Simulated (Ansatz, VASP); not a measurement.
# One calculation of SiC2, two programs

```
CELL_PARAMETERS angstrom
2.90054 0.00000 0.00000
-1.45027 2.51195 0.00000
0.00000 0.00000 7.10300
ATOMIC_POSITIONS crystal
C 0.00000 0.00000 0.98028
C 0.66667 0.33333 0.69104
C 0.33333 0.66667 0.33530
C 0.66667 0.33333 0.90571
Si 0.33333 0.66667 0.59532
Si 0.00000 0.00000 0.24235
```

Alike in both runs: task single point; functional r2SCAN; k mesh 9 × 9 × 4; no spin polarisation.

|  | VASP | Ansatz |
| --- | --- | --- |
| version | VASP 6.6.1 | Ansatz 0.2.0 |
| potentials or method | VASP PAW PBE potentials, release 64 (C, Si) | plane waves, PAW |
| plane-wave cutoff (eV) | 520 | 500 |
| occupations | gaussian, width 0.01 eV | fixed |
| valence electrons in the cell | 24 | 24 |

Ansatz gave:

| Quantity | Value |
| --- | --- |
| gap on the k mesh at the Fermi level (eV) | 1.77 |
| pressure (GPa) | 8.4 |
| traceless stress, the component that is largest in VASP (GPa) | 0.74 |
| rms of the force components (eV/Å) | 0.074 |

Q: Estimate VASP's values.

A: gap on the k mesh at the Fermi level (eV): 1.78; pressure (GPa): 8.3; traceless stress, the component that is largest in VASP (GPa): 0.69; rms of the force components (eV/Å): 0.079.

VASP's potentials were made for PBE, not for r2SCAN. Atom by atom the forces differ by 0.021 eV/Å (rms over components).
